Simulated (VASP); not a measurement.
CdSe:

```
Cd Se
1.0
     0.00000    3.07027    3.07027
     3.07027    0.00000    3.07027
     3.07027    3.07027    0.00000
Cd Se
1 1
Direct
  0.00000 0.00000 0.00000
  0.25000 0.25000 0.25000
```

- Program: VASP 6.6.1
- Task: relaxation of cell and atoms
- Functional: PBEsol
- Dispersion: D4
- Potentials or basis: VASP PAW PBE potentials, release 64 (Cd, Se)
- Cutoff: 600 eV
- k mesh: 8 × 8 × 8
- Occupations: fermi-dirac, width 0.05 eV
- Spin: no spin polarisation

At the start: pressure -2.1 GPa; volume 28.94 Å³/atom.

Task: How do energy, volume and symmetry change on relaxing?

Result: Over 3 steps the energy falls by 8.5 meV/atom and the volume is 27.72 Å³/atom (-4.2 %); space group F-43m (No. 216, to 0.1 Å) before and after.

Step by step:
```
step  energy change (eV)  largest force (eV/Å)  pressure (GPa)  volume (Å³)
   1              0.0000                0.0000           -2.13        57.88
   2             -0.0152                0.0000            0.69        54.72
   3             -0.0169                0.0000            0.01        55.43
```

Final structure:
```
Cd Se
1.0
     0.00000    3.02629    3.02629
     3.02629    0.00000    3.02629
     3.02629    3.02629    0.00000
Cd Se
1 1
Direct
  0.00000 0.00000 0.00000
  0.25000 0.25000 0.25000
```

Caveat: the PAW data sets were made with another functional, which shifts forces and pressure a little.
